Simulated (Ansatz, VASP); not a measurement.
InAs in VASP and in Ansatz

The input INCAR:

```
SYSTEM = InAs
PREC = Accurate
ENCUT = 500
EDIFF = 1E-6
ISMEAR = 0
SIGMA = 0.1
LREAL = .False.
LASPH = .True.
NELM = 120
ALGO = Normal
ISIF = 2
LWAVE = .False.
LCHARG = .False.
GGA = PE
NBANDS = 16
GGA_COMPAT = .False.
```

File KPOINTS:

```
regular mesh
0
Gamma
  12 12 12
  0 0 0
```

File POSCAR:

```
InAs
1.0
    0.0000000000      3.0932871344      3.0932871344
    3.0932871344      0.0000000000      3.0932871344
    3.0932871344      3.0932871344      0.0000000000
In As
1 1
Direct
    0.0000000000      0.0000000000      0.0000000000
    0.2500000000      0.2500000000      0.2500000000
```

Input for Ansatz:

```yaml
crystal:
  lattice:
    - [0.0, 3.0932871344, 3.0932871344]
    - [3.0932871344, 0.0, 3.0932871344]
    - [3.0932871344, 3.0932871344, 0.0]
  atoms:
    - { symbol: In, position: [0.0, 0.0, 0.0] }
    - { symbol: As, position: [0.25, 0.25, 0.25] }
basis:
  ecutwfc: 420
kpoints:
  mp_grid: { grid: [12, 12, 12] }
  band_path:
    path:
      - [[0.0, 0.0, 0.0], [-0.5, -0.5, 0.0], [-0.375, -0.375, 0.25]]
      - [[-0.375, 0.0, 0.375], [0.0, 0.0, 0.0], [0.0, 0.0, 0.5], [-0.5, -0.25, 0.25], [-0.5, -0.5, 0.0]]
    npoints: 10
hamiltonian:
  xc: pbe
  pseudopotentials: { kind: paw, azcp: { folder: soft_1 } }
scf:
  occupations: { method: gaussian, width: 0.1 }
  n_extra_bands: 7
output:
  forces: true
  stress: true
  eigenvalues: true
  dos: { projected: false, de: 0.02, nscf_kmesh: { grid: [18, 18, 18] } }
  write_density: true
  write_potential: true
  elf: true
  volumetric_format: npy
```

Alike in both runs: task single point; functional PBE; k mesh 12 × 12 × 12; occupations gaussian, width 0.1 eV; no spin polarisation.

```csv
,VASP,Ansatz
version,VASP 6.6.1,Ansatz 0.2.0
potentials or method,"VASP PAW PBE potentials, release 64 (In_d, As), cutoff 500 eV","scalar-relativistic, plane waves, PAW"
valence electrons in the cell,18,28
```

```csv
,VASP,Ansatz,Ansatz less VASP
gap on the k mesh at the Fermi level (eV),none,none,-
pressure (GPa),0.0,0.0,-0.04
```

A gap of «none» marks a metal or a gap that the smearing closes. VASP's potentials hold 18 valence electrons a cell and Ansatz's 28, so a difference there can come from the potentials and not from the codes.
